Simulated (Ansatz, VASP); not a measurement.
Ir in VASP and in Ansatz

```
Ir
1.0
     2.75138    0.00000    0.00000
    -1.37569    2.38276    0.00000
     0.00000    0.00000    4.59616
Ir
2
Direct
  0.66667 0.33333 0.75000
  0.33333 0.66667 0.25000
```

Change from the starting cell: strain +0.000 along x and y, +0.030 along z, atoms carried along.

Alike in both runs: task single point; functional PBEsol; k mesh 18 × 18 × 12; occupations gaussian, width 0.15 eV; no spin polarisation.

|  | VASP | Ansatz |
| --- | --- | --- |
| version | VASP 6.6.1 | Ansatz 0.2.0 |
| potentials or method | VASP PAW PBE potentials, release 64 (Ir), cutoff 520 eV | scalar-relativistic, plane waves, PAW |
| valence electrons in the cell | 18 | 34 |

```tsv
	VASP	Ansatz	Ansatz less VASP
gap on the k mesh at the Fermi level (eV)	none	none	-
pressure (GPa)	-20.3	-21.0	-0.61
traceless stress, the component that is largest in VASP (GPa)	-5.98	-5.99	-0.008
```

VASP's potentials were made for PBE, not for PBEsol. A gap of «none» marks a metal or a gap that the smearing closes. VASP's potentials hold 18 valence electrons a cell and Ansatz's 34, so a difference there can come from the potentials and not from the codes.

Spin-orbit coupling is off throughout.
